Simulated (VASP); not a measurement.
# Zn (P6_3/mmc) in VASP: relaxation of cell and atoms with PBEsol

Aim: the relaxation of cell and atoms of Zn with PBEsol.

All numbers are computed with VASP 6.6.1; they aren't measurements. Logs are shortened: lines on timing, memory, paths and dates and some standing lists are left out, and cuts for length are marked.

## 1. The cell of the first run

Symmetry: P6_3/mmc, No. 194, hexagonal system. The conventional cell has a = 2.670 Å, b = 2.670 Å, c = 4.966 Å, α = 90.00°, β = 90.00°, γ = 120.00°. Within 3.5 Å of Zn (site symmetry -6m2) lie 12 Zn at 2.67 to 2.92 Å.

## 2. Relaxation of cell and atoms, PBEsol

INCAR reads:

```
  ALGO = Normal
  EDIFF = 1E-7
  EDIFFG = -0.002
  ENCUT = 600
  GGA = PS
  IBRION = 2
  ISIF = 3
  ISMEAR = -1
  LASPH = True
  LCHARG = False
  LREAL = False
  LWAVE = False
  NELM = 60
  NSW = 100
  PREC = Accurate
  SIGMA = 0.1
```

KPOINTS reads:

```
k-points
0
Gamma
  20 20 10
```

POSCAR reads:

```
Zn
1.0
    2.6700000000      0.0000000000      0.0000000000
   -1.3350000000      2.3122878281      0.0000000000
    0.0000000000      0.0000000000      4.9660000000
Zn
2
Direct
    0.3333333333      0.6666666667      0.2500000000
    0.6666666667      0.3333333333      0.7500000000
```

Potentials or basis: VASP PAW PBE potentials, release 64 (Zn).

On the command line:

```
$ cat potpaw_PBE.64/Zn/POTCAR > POTCAR
$ mpirun -np 1 vasp_std > vasp.out
```

OUTCAR:

```text
EDIFF = 1E-7
   EDIFFG = -0.002
   ENCUT = 600
   GGA = PS
   IBRION = 2
   ISIF = 3
   ISMEAR = -1
   LASPH = True
   LREAL = False
   NELM = 60
   NSW = 100
   PREC = Accurate

 ion  position               nearest neighbor table
   1  0.333  0.667  0.250-   2 2.92   2 2.92   2 2.92   2 2.92   2 2.92   2 2.92
   2  0.667  0.333  0.750-   1 2.92   1 2.92   1 2.92   1 2.92   1 2.92   1 2.92

  LATTYP: Found a hexagonal cell.
 ALAT       =     2.6700000000
 C/A-ratio  =     1.8599250936

  Lattice vectors:

 A1 = (   2.6700000000,   0.0000000000,   0.0000000000)
 A2 = (  -1.3350000000,   2.3122878281,   0.0000000000)
 A3 = (   0.0000000000,   0.0000000000,   4.9660000000)

Analysis of symmetry for initial positions (statically):
=====================================================================
 Subroutine PRICEL returns:
 Original cell was already a primitive cell.

 Routine SETGRP: Setting up the symmetry group for a
 hexagonal supercell.

 Subroutine GETGRP returns: Found 24 space group operations
 (whereof 12 operations were pure point group operations)
 out of a pool of 24 trial point group operations.

The static configuration has the point symmetry D_3d.
 The point group associated with its full space group is D_6h.

Analysis of symmetry for dynamics (positions and initial velocities):
=====================================================================
 Subroutine PRICEL returns:
 Original cell was already a primitive cell.

 Routine SETGRP: Setting up the symmetry group for a
 hexagonal supercell.

 Subroutine GETGRP returns: Found 24 space group operations
 (whereof 12 operations were pure point group operations)
 out of a pool of 24 trial point group operations.

The dynamic configuration has the point symmetry D_3d.
 The point group associated with its full space group is D_6h.

 Subroutine INISYM returns: Found 24 space group operations
 (whereof 12 operations are pure point group operations),
 and found     1 'primitive' translations

----------------------------------------------------------------------------------------

                                     Primitive cell

  volume of cell :      30.6591

  direct lattice vectors                    reciprocal lattice vectors
     2.670000000  0.000000000  0.000000000     0.374531835  0.216236056  0.000000000
    -1.335000000  2.312287828  0.000000000     0.000000000  0.432472112  0.000000000
     0.000000000  0.000000000  4.966000000     0.000000000  0.000000000  0.201369311

[... 108 lines left out ...]
   GGA     = PS    functional components
   LHFCALC =     F    Hartree Fock is set to
   AEXX    =    0.0000 exact exchange contribution
   IVDW    =     0    specifies the selected vdW correction
   LEPSILON=     F    determine dielectric tensor
   LRPA    =     F    only Hartree local field effects (RPA)
 conjugate gradient relaxation of ions
 non-spin polarized calculation
  energy-cutoff  :      600.00
  volume of cell :       30.66
 maximum number of plane-waves:      1064
 NGX is ok and might be reduce to    24
   NGX = 11   NGY = 11   NGZ = 19

--------------------------------------- Ionic step        1  -------------------------------------------

 number of electron      24.0000003 magnetization

 Free energy of the ion-electron system (eV)
  ---------------------------------------------------
  ext. energy  EPLUGINS =         0.00000000
  ---------------------------------------------------
  free energy    TOTEN  =        -3.13386033 eV

  energy without entropy =       -3.11713489  energy(sigma->0) =       -3.12549761

------------------------ aborting loop because EDIFF is reached ----------------------------------------

  FORCE on cell =-STRESS in cart. coord.  units (eV):
  Direction    XX          YY          ZZ          XY          YZ          ZX
  --------------------------------------------------------------------------------------
  -------------------------------------------------------------------------------------
  Total       -1.1634162     -1.1634162     -0.8123265      0.0000000      0.0000000      0.0000000
  in kB      -60.7975146    -60.7975146    -42.4503566      0.0000000      0.0000000      0.0000000
  external PRESSURE =     -54.6817953 kB  Pullay stress =       0.0000000 kB
[... 89 lines left out ...]
  FREE ENERGIE OF THE ION-ELECTRON SYSTEM (eV)
  ---------------------------------------------------
  free  energy   TOTEN  =        -3.1724934188 eV

  energy  without entropy=       -3.1570773995  energy(sigma->0) =       -3.16478541

[... ionic steps 4 to 20 ...]

--------------------------------------- Ionic step       21  -------------------------------------------

 number of electron      24.0000007 magnetization

------------------------ aborting loop because EDIFF is reached ----------------------------------------
[... 67 lines left out ...]
--------------------------------------- Ionic step       23  -------------------------------------------

 number of electron      24.0000006 magnetization

 Free energy of the ion-electron system (eV)
  ---------------------------------------------------
  ext. energy  EPLUGINS =         0.00000000
  ---------------------------------------------------
  free energy    TOTEN  =        -3.17587564 eV

  energy without entropy =       -3.16267721  energy(sigma->0) =       -3.16927642

 E-fermi :   3.5503     XC(G=0): -12.1169

 val. band max:        3.5344434328   @ k =   0.3500   0.0000   0.0000
 cond. band min:       3.5911458812   @ k =   0.4000   0.0000   0.0000
 fundamental gap:      0.0567024485
 Fermi energy:         3.5503037195

 k-point     1 :       0.0000    0.0000    0.0000
  band No.  band energies     occupation
      1      -7.5323      2.00000
      2      -5.3504      2.00000
      3      -4.5261      2.00000
      4      -4.3345      2.00000
      5      -4.3345      2.00000
      6      -4.2611      2.00000
[... 433 lines left out ...]
      3      -4.6643      2.00000
      4      -4.4199      2.00000
      5      -4.3530      2.00000
      6      -4.2680      2.00000
[... 8 lines left out ...]
     15      12.2644      0.00000
     16      14.7911      0.00000

 [... further k-points ...]

------------------------ aborting loop because EDIFF is reached ----------------------------------------

  FORCE on cell =-STRESS in cart. coord.  units (eV):
  Direction    XX          YY          ZZ          XY          YZ          ZX
  --------------------------------------------------------------------------------------
  -------------------------------------------------------------------------------------
  Total        0.0016343      0.0016343      0.0033605      0.0000000     -0.0000000      0.0000000
  in kB        0.0929300      0.0929300      0.1910839      0.0000000     -0.0000000      0.0000000
  external PRESSURE =       0.1256480 kB  Pullay stress =       0.0000000 kB
[... 17 lines left out ...]
  FREE ENERGIE OF THE ION-ELECTRON SYSTEM (eV)
  ---------------------------------------------------
  free  energy   TOTEN  =        -3.1758756402 eV

  energy  without entropy=       -3.1626772072  energy(sigma->0) =       -3.16927642

 reached required accuracy - stopping structural energy minimisation
```

CONTCAR:

```text
Zn
   1.00000000000000
     2.6397822052896265   -0.0000000000000001    0.0000000000000000
    -1.3198911026448132    2.2861184502346283   -0.0000000000000000
     0.0000000000000000   -0.0000000000000003    4.6690445286086311
  Zn
     2
Direct
     0.3333333332999970    0.6666666667000030    0.2500000000000000
     0.6666666667000030    0.3333333332999970    0.7500000000000000

  0.00000000E+00  0.00000000E+00  0.00000000E+00
  0.00000000E+00  0.00000000E+00  0.00000000E+00
```

Run time: 16 min. Hardware: 1 thread of Intel Xeon 6975P-C (Granite Rapids), shared host; peak memory 0.28 GiB.

Results:

- Free energy: -3.1759 eV
- Relaxed volume: 14.09 Å³/atom
- Relaxed cell: a = 2.640 Å, b = 2.640 Å, c = 4.669 Å, α = 90.00°, β = 90.00°, γ = 120.00°
- Space group after relaxing (to 0.1 Å): P6_3/mmc (No. 194)
- Energy gained by relaxing: 21.0 meV/atom
- Ionic steps: 23
- Pressure after relaxing: 0.0 GPa
- Band gap on the k mesh: zero (bands 12 and 13 overlap by 4.06 eV)

The path:
```tsv
step	energy change (eV)	largest force (eV/Å)	pressure (GPa)	volume (Å³)
1	0.0000	0.0000	-5.47	30.66
2	-0.0381	0.0000	0.69	28.39
3	-0.0386	0.0000	-0.02	28.61
4	-0.0386	0.0000	-0.14	28.65
5	-0.0387	0.0000	-0.17	28.63
6	-0.0391	0.0000	-0.15	28.59
7	-0.0397	0.0000	-0.12	28.49
8	-0.0413	0.0000	-0.06	28.30
9	-0.0389	0.0000	0.67	27.88
10	-0.0419	0.0000	0.02	28.20
11	-0.0420	0.0000	0.13	28.12
12	-0.0420	0.0000	0.10	28.15
13	-0.0420	0.0000	0.09	28.14
14	-0.0416	0.0000	-0.58	28.33
15	-0.0420	0.0000	0.05	28.16
16	-0.0420	0.0000	0.01	28.17
17	-0.0420	0.0000	0.02	28.17
18	-0.0420	0.0000	0.03	28.17
19	-0.0420	0.0000	-0.07	28.21
20	-0.0420	0.0000	-0.03	28.18
21	-0.0420	0.0000	0.05	28.16
22	-0.0420	0.0000	0.02	28.18
23	-0.0420	0.0000	0.01	28.18
```

Final structure:
```
CELL_PARAMETERS angstrom
2.63978 0.00000 0.00000
-1.31989 2.28612 0.00000
0.00000 0.00000 4.66904
ATOMIC_POSITIONS crystal
Zn 0.33333 0.66667 0.25000
Zn 0.66667 0.33333 0.75000
```

Levels at points of the mesh, in eV from the Fermi level:
| k point | band 8 | band 9 | band 10 | band 11 | band 12 | band 13 | band 14 | band 15 | band 16 |
| --- | --- | --- | --- | --- | --- | --- | --- | --- | --- |
| (0.00, 0.00, 0.00) | -7.52 | -7.52 | -7.22 | -7.22 | -3.84 | -2.43 | 16.04 | 17.34 | 17.34 |
| (0.50, 0.00, 0.00) | -7.20 | -7.07 | -7.04 | -3.31 | -2.50 | 3.10 | 3.58 | 4.81 | 5.94 |
| (0.00, 0.00, 0.50) | -7.88 | -7.33 | -7.33 | -7.33 | -7.33 | 5.78 | 5.78 | 18.84 | 18.84 |
| (0.50, 0.00, 0.50) | -7.23 | -7.05 | -7.05 | -2.24 | -2.24 | 0.07 | 0.07 | 11.30 | 11.30 |

Caveat: the PAW data sets were made with another functional, which shifts forces and pressure a little.
